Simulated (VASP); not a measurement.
# NiS (P6_3/mmc) in VASP: a series of runs

The runs below take NiS through single point, relaxation of cell and atoms, with LDA.

Program: VASP 6.6.1. These are calculated values, not measurements. Logs are shortened: lines on timing, memory, paths and dates and some standing lists are left out, and cuts for length are marked.

## 1. The cell of the first run

The structure is hexagonal, space group P6_3/mmc (No. 194). The conventional cell has a = 3.382 Å, b = 3.382 Å, c = 5.004 Å, α = 90.00°, β = 90.00°, γ = 120.00°. Within 3.1 Å of Ni (site symmetry -3m) lie 6 S at 2.32 Å and 2 Ni at 2.50 Å. Within 3.2 Å of S (site symmetry -6m2) lie 6 Ni at 2.32 Å and 6 S at 3.17 Å.

## 2. Single point, LDA

INCAR

```
SYSTEM = NiS
  ALGO = Normal
  EDIFF = 1E-7
  ENCUT = 520
  GGA = CA
  ISIF = 2
  ISMEAR = 0
  LASPH = .TRUE.
  LCHARG = .FALSE.
  LREAL = .FALSE.
  LWAVE = .FALSE.
  NBANDS = 24
  NELM = 100
  PREC = Accurate
  SIGMA = 0.1
```

KPOINTS

```
k-points
0
G
  15 15 8
  0 0 0
```

POSCAR

```
NiS
1.0
    3.3818378850      0.0000000000      0.0000000000
   -1.6909189425      2.9287575199      0.0000000000
    0.0000000000      0.0000000000      5.0039842192
Ni S
2 2
Direct
    0.0000000000      0.0000000000      0.0125000000
    0.0000000000      0.0000000000      0.5125000000
    0.3333333333      0.6666666667      0.2625000000
    0.6666666667      0.3333333333      0.7625000000
```

Potentials or basis: VASP PAW LDA potentials, release 64 (Ni, S).

The run is started by

```
$ cat potpaw_LDA.64/Ni/POTCAR potpaw_LDA.64/S/POTCAR > POTCAR
$ mpirun -np 1 vasp_std > vasp.out
```

OUTCAR:

```text
SYSTEM = NiS
   EDIFF = 1E-7
   ENCUT = 520
   GGA = CA
   ISIF = 2
   ISMEAR = 0
   LASPH = .TRUE.
   LREAL = .FALSE.
   NELM = 100
   PREC = Accurate

 ion  position               nearest neighbor table
   1  0.000  0.000  0.013-   3 2.32   4 2.32   4 2.32   3 2.32   4 2.32   3 2.32   2 2.50   2 2.50

   2  0.000  0.000  0.513-   3 2.32   4 2.32   4 2.32   3 2.32   4 2.32   3 2.32   1 2.50   1 2.50

   3  0.333  0.667  0.263-   1 2.32   2 2.32   1 2.32   2 2.32   1 2.32   2 2.32
   4  0.667  0.333  0.763-   1 2.32   2 2.32   1 2.32   2 2.32   1 2.32   2 2.32

  LATTYP: Found a hexagonal cell.
 ALAT       =     3.3818378850
 C/A-ratio  =     1.4796641322

  Lattice vectors:

 A1 = (   3.3818378850,   0.0000000000,   0.0000000000)
 A2 = (  -1.6909189425,   2.9287575199,   0.0000000000)
 A3 = (   0.0000000000,   0.0000000000,   5.0039842192)

Analysis of symmetry for initial positions (statically):
=====================================================================
 Subroutine PRICEL returns:
 Original cell was already a primitive cell.

 Routine SETGRP: Setting up the symmetry group for a
 hexagonal supercell.

 Subroutine GETGRP returns: Found 24 space group operations
 (whereof  6 operations were pure point group operations)
 out of a pool of 24 trial point group operations.

The static configuration has the point symmetry C_3v.
 The point group associated with its full space group is D_6h.

Analysis of symmetry for dynamics (positions and initial velocities):
=====================================================================
 Subroutine PRICEL returns:
 Original cell was already a primitive cell.

 Routine SETGRP: Setting up the symmetry group for a
 hexagonal supercell.

 Subroutine GETGRP returns: Found 24 space group operations
 (whereof  6 operations were pure point group operations)
 out of a pool of 24 trial point group operations.

The dynamic configuration has the point symmetry C_3v.
 The point group associated with its full space group is D_6h.

 Subroutine INISYM returns: Found 24 space group operations
 (whereof  6 operations are pure point group operations),
 and found     1 'primitive' translations

----------------------------------------------------------------------------------------

                                     Primitive cell

  volume of cell :      49.5624

  direct lattice vectors                    reciprocal lattice vectors
     3.381837885  0.000000000  0.000000000     0.295697202  0.170720859  0.000000000
    -1.690918942  2.928757520  0.000000000     0.000000000  0.341441718  0.000000000
     0.000000000  0.000000000  5.003984219     0.000000000  0.000000000  0.199840758

  length of vectors
     3.381837885  3.381837885  5.003984219     0.341441718  0.341441718  0.199840758

  position of ions in fractional coordinates (direct lattice)
     0.000000000  0.000000000  0.012500000
     0.000000000  0.000000000  0.512500000
     0.333333333  0.666666667  0.262500000
     0.666666667  0.333333333  0.762500000

  ion indices of the primitive-cell ions
   primitive index   ion index
                 1           1
                 2           2
                 3           3
                 4           4

----------------------------------------------------------------------------------------

 KPOINTS: k-points

Automatic generation of k-mesh.
 Grid dimensions read from file:
 generate k-points for:   15   15    8

 Generating k-lattice:

  Cartesian coordinates                     Fractional coordinates (reciprocal lattice)
     0.019713147  0.011381391  0.000000000     0.066666667  0.000000000  0.000000000
     0.000000000  0.022762781  0.000000000     0.000000000  0.066666667  0.000000000
     0.000000000  0.000000000  0.024980095     0.000000000  0.000000000  0.125000000

  Length of vectors
     0.022762781  0.022762781  0.024980095

  Shift w.r.t. Gamma in fractional coordinates (k-lattice)
     0.000000000  0.000000000  0.000000000

 Subroutine IBZKPT returns following result:
 ===========================================

 Found    135 irreducible k-points:

 Following reciprocal coordinates:
            Coordinates               Weight
  0.000000  0.000000  0.000000      1.000000
  0.066667 -0.000000  0.000000      6.000000
  0.133333  0.000000  0.000000      6.000000
  0.200000 -0.000000  0.000000      6.000000
  0.266667  0.000000  0.000000      6.000000
  0.333333 -0.000000  0.000000      6.000000
[... 16 lines left out ...]
  0.333333  0.200000  0.000000     12.000000
  0.400000  0.200000  0.000000      6.000000
 [... further k-points ...]
   k-points           NKPTS =    135   k-points in BZ     NKDIM =    135   number of bands    NBANDS=     24
   number of dos      NEDOS =    301   number of ions     NIONS =      4
   total plane-waves  NPLWV =  31360
   dimension x,y,z NGX =    28 NGY =   28 NGZ =   40
   dimension x,y,z NGXF=    56 NGYF=   56 NGZF=   80
   ions per type =               2   2
   NGX,Y,Z   is equivalent  to a cutoff of  13.76, 13.76, 13.29 a.u.
   NGXF,Y,Z  is equivalent  to a cutoff of  27.53, 27.53, 26.58 a.u.
 SYSTEM =  NiS
   PREC   = accura    normal or accurate (medium, high low for compatibility)
   ISTART =      0    job   : 0-new  1-cont  2-samecut
   ICHARG =      2    charge: 1-file 2-atom 10-const
   ISPIN  =      1    spin polarized calculation?
   LNONCOLLINEAR =      F non collinear calculations
   LSORBIT =      F    spin-orbit coupling
   LASPH  =      T    aspherical Exc in radial PAW
   ENCUT  =  520.0 eV  38.22 Ry    6.18 a.u.   6.29  6.29  9.30*2*pi/ulx,y,z
   NELM   =    100;   NELMIN=  2; NELMDL= -5     # of ELM steps
   EDIFF  = 0.1E-06   stopping-criterion for ELM
   LREAL  =      F    real-space projection
   EDIFFG = 0.1E-05   stopping-criterion for IOM
   NSW    =      0    number of steps for IOM
   IBRION =     -1    ionic relax: 0-MD 1-quasi-New 2-CG
   NFREE  =      0    steps in history (QN), initial steepest desc. (CG)
   ISIF   =      2    stress and relaxation
   ISYM   =      2    0-nonsym 1-usesym 2-fastsym
   POTIM  = 0.5000    time-step for ionic-motion
   TEBEG  =    0.0;   TEEND  =   0.0 temperature during run
   PSTRESS=    0.0 pullay stress
   NELECT =      32.0000    total number of electrons
   NUPDOWN=      -1.0000    fix difference up-down
   EMIN   =  10.00;   EMAX   =-10.00  energy-range for DOS
   EFERMI =   0.00;   METHOD = LEGACY
   ISMEAR =     0;   SIGMA  =   0.10  broadening in eV -4-tet -1-fermi 0-gaus
   EFERMI_NEDOS =   21; number of points for ismear=-14 and -15
   IALGO  =     38    algorithm
   IMIX   =      4    mixing-type and parameters
     AMIX     =   0.40;   BMIX     =  1.00
     AMIX_MAG =   1.60;   BMIX_MAG =  1.00
  volume/ion in A,a.u.               =      12.39        83.62
  Fermi-wavevector in a.u.,A,eV,Ry     =   1.414949  2.673866 27.239960  2.002081
  Thomas-Fermi vector in A             =   2.536438
   LORBIT       =      0    0 simple, 1 ext, 2 COOP (PROOUT), +10 PAW based schemes
   GGA     = CA    functional components
   LHFCALC =     F    Hartree Fock is set to
   AEXX    =    0.0000 exact exchange contribution
   IVDW    =     0    specifies the selected vdW correction
   LEPSILON=     F    determine dielectric tensor
   LRPA    =     F    only Hartree local field effects (RPA)
 non-spin polarized calculation
 Gauss-broadening in eV      SIGMA  =   0.10
  energy-cutoff  :      520.00
  volume of cell :       49.56
 maximum number of plane-waves:      1351
 NGX is ok and might be reduce to    28
   NGX = 13   NGY = 13   NGZ = 19

 number of electron      31.9999983 magnetization

 Free energy of the ion-electron system (eV)
  ---------------------------------------------------
  ext. energy  EPLUGINS =         0.00000000
  ---------------------------------------------------
  free energy    TOTEN  =       -24.20401771 eV

  energy without entropy =      -24.19012362  energy(sigma->0) =      -24.19707067

 E-fermi :   9.7155     XC(G=0): -12.5027

 val. band max:        9.7153779478   @ k =   0.1333   0.0667   0.1250
 cond. band min:       9.7293312552   @ k =   0.1333   0.0000   0.0000
 fundamental gap:      0.0139533074
 Fermi energy:         9.7154978584

 k-point     1 :       0.0000    0.0000    0.0000
  band No.  band energies     occupation
      1      -6.7375      2.00000
      2      -3.8001      2.00000
      3       1.4011      2.00000
      4       4.2419      2.00000
      5       4.2419      2.00000
      6       5.9863      2.00000
[... 16 lines left out ...]
     23      20.6139      0.00000
     24      20.6142      0.00000

 k-point     2 :       0.0667   -0.0000    0.0000
  band No.  band energies     occupation
      1      -6.6785      2.00000
      2      -3.7882      2.00000
      3       1.4704      2.00000
      4       4.2041      2.00000
      5       4.2515      2.00000
      6       5.9252      2.00000
[... 16 lines left out ...]
     23      19.4696      0.00000
     24      19.7605      0.00000

 k-point     3 :       0.1333    0.0000    0.0000
  band No.  band energies     occupation
      1      -6.5038      2.00000
      2      -3.7566      2.00000
      3       1.6759      2.00000
      4       4.0883      2.00000
      5       4.2787      2.00000
      6       5.5484      2.00000
[... 16 lines left out ...]
     23      18.0207      0.00000
     24      18.7453      0.00000
[... 514 lines left out ...]
 k-point    23 :       0.3333    0.2000    0.0000
  band No.  band energies     occupation
      1      -4.5135      2.00000
      2      -3.8485      2.00000
      3       1.8512      2.00000
      4       3.3592      2.00000
      5       3.6990      2.00000
      6       4.0950      2.00000
[... 16 lines left out ...]
     23      18.7962      0.00000
     24      19.6082      0.00000

 k-point    24 :       0.4000    0.2000    0.0000
  band No.  band energies     occupation
      1      -4.2937      2.00000
      2      -3.9644      2.00000
      3       1.6725      2.00000
      4       3.3800      2.00000
      5       3.6294      2.00000
      6       4.4622      2.00000
[... 16 lines left out ...]
     23      19.3369      0.00000
     24      19.7157      0.00000

 [... further k-points ...]

------------------------ aborting loop because EDIFF is reached ----------------------------------------

  FORCE on cell =-STRESS in cart. coord.  units (eV):
  Direction    XX          YY          ZZ          XY          YZ          ZX
  --------------------------------------------------------------------------------------
  -------------------------------------------------------------------------------------
  Total        0.0213546      0.0213546      0.0598473      0.0000000      0.0000000      0.0000000
  in kB        0.6903204      0.6903204      1.9346515      0.0000000      0.0000000      0.0000000
  external PRESSURE =       1.1050974 kB  Pullay stress =       0.0000000 kB

 VOLUME and BASIS-vectors are now :
 -----------------------------------------------------------------------------
  energy-cutoff  :      520.00
  volume of cell :       49.56
      direct lattice vectors                 reciprocal lattice vectors
     3.381837885  0.000000000  0.000000000     0.295697202  0.170720859  0.000000000
    -1.690918942  2.928757520  0.000000000     0.000000000  0.341441718  0.000000000
     0.000000000  0.000000000  5.003984219     0.000000000  0.000000000  0.199840758

 POSITION                                       TOTAL-FORCE (eV/Angst)
 -----------------------------------------------------------------------------------
      0.00000      0.00000      0.06255         0.000000      0.000000      0.000000
      0.00000      0.00000      2.56454         0.000000      0.000000      0.000000
     -0.00000      1.95251      1.31355        -0.000000     -0.000000     -0.000000
      1.69092      0.97625      3.81554         0.000000      0.000000     -0.000000
 -----------------------------------------------------------------------------------
    total drift:                               -0.000000      0.000000      0.000000

  FREE ENERGIE OF THE ION-ELECTRON SYSTEM (eV)
  ---------------------------------------------------
  free  energy   TOTEN  =       -24.2040177090 eV

  energy  without entropy=      -24.1901236212  energy(sigma->0) =      -24.19707067
```

Run time: 4.9 min. Hardware: 1 thread of AMD EPYC 7R43 (Zen 3), shared host; peak memory 0.22 GiB.

What came out:

```yaml
Free_energy: -24.2040 eV
Pressure: 0.1 GPa
Band_gap_on_the_k_mesh: zero (bands 16 and 17 overlap by 0.93 eV)
```

Caveat: the run has no spin polarisation, though such a crystal can be magnetic. Spin polarisation is off, so any magnetic state and its effect on volume and gap are missing.

## 3. Relaxation of cell and atoms, LDA

This run uses another cell than the first one, of 13.38 Å³/atom.

INCAR

```
ALGO = Normal
EDIFF = 1E-6
EDIFFG = -0.005
ENCUT = 600
GGA = CA
IBRION = 2
ISIF = 3
ISMEAR = 0
LASPH = T
LCHARG = F
LREAL = F
LWAVE = F
NELM = 100
NSW = 70
PREC = Accurate
SIGMA = 0.1
```

KPOINTS

```
k-points
0
Gamma
  15 15 8
```

POSCAR

```
NiS
1.0
    3.4505078008      0.0000000000      0.0000000000
   -1.7252539004      2.9882274115      0.0000000000
    0.0000000000      0.0000000000      5.1896246653
Ni S
2 2
Direct
    0.0000000000      0.0000000000      0.0125006963
    0.0000000000      0.0000000000      0.5125006963
    0.3333333333      0.6666666667      0.2624993037
    0.6666666667      0.3333333333      0.7624993037
```

Potentials or basis: VASP PAW LDA potentials, release 64 (Ni, S).

The run is started by

```
$ cat potpaw_LDA.64/Ni/POTCAR potpaw_LDA.64/S/POTCAR > POTCAR
$ mpirun -np 1 vasp_std > vasp.out
```

Wall time 13 min (1 thread of AMD EPYC 7R43 (Zen 3), shared host); peak memory 0.25 GiB.

The run converged. Its results:

```yaml
Free_energy: -24.2060 eV
Relaxed_volume: 12.40 Å³/atom
Relaxed_cell: a = 3.381 Å, b = 3.381 Å, c = 5.009 Å, α = 90.00°, β = 90.00°, γ = 120.00°
Space_group_after_relaxing_to_0.1_Å: P6_3/mmc (No. 194)
Energy_gained_by_relaxing: 37.0 meV/atom
Ionic_steps: 8
Pressure_after_relaxing: 0.0 GPa
Band_gap_on_the_k_mesh: zero (bands 16 and 17 overlap by 0.93 eV)
```

The path:
| step | energy change (eV) | largest force (eV/Å) | pressure (GPa) | volume (Å³) |
| --- | --- | --- | --- | --- |
| 1 | 0.0000 | 0.0000 | -11.01 | 53.51 |
| 2 | -0.0449 | 0.0000 | 12.03 | 46.70 |
| 3 | -0.1461 | 0.0000 | -0.19 | 49.60 |
| 4 | -0.1461 | 0.0000 | 0.27 | 49.53 |
| 5 | -0.1474 | 0.0000 | 0.19 | 49.53 |
| 6 | -0.1479 | 0.0000 | 0.18 | 49.53 |
| 7 | -0.1479 | 0.0000 | -0.37 | 49.64 |
| 8 | -0.1479 | 0.0000 | -0.01 | 49.60 |

Final structure:
```yaml
crystal:
  lattice:
    - [3.38141, 0.00000, 0.00000]
    - [-1.69070, 2.92839, 0.00000]
    - [0.00000, 0.00000, 5.00883]
  atoms:
    - { symbol: Ni, position: [0.00000, 0.00000, 0.01250] }
    - { symbol: Ni, position: [0.00000, 0.00000, 0.51250] }
    - { symbol: S, position: [0.33333, 0.66667, 0.26250] }
    - { symbol: S, position: [0.66667, 0.33333, 0.76250] }
```

Levels at points of the mesh, in eV from the Fermi level:
```csv
k point,band 14,band 15,band 16,band 17,band 18,band 19
"(0.00, 0.00, 0.00)",-1.59,-0.56,-0.24,1.68,1.68,3.25
"(0.00, 0.00, 0.50)",-1.68,0.65,0.65,0.65,0.65,5.44
```

Caveat: the run has no spin polarisation, though such a crystal can be magnetic.

[end of part 1 of 2]
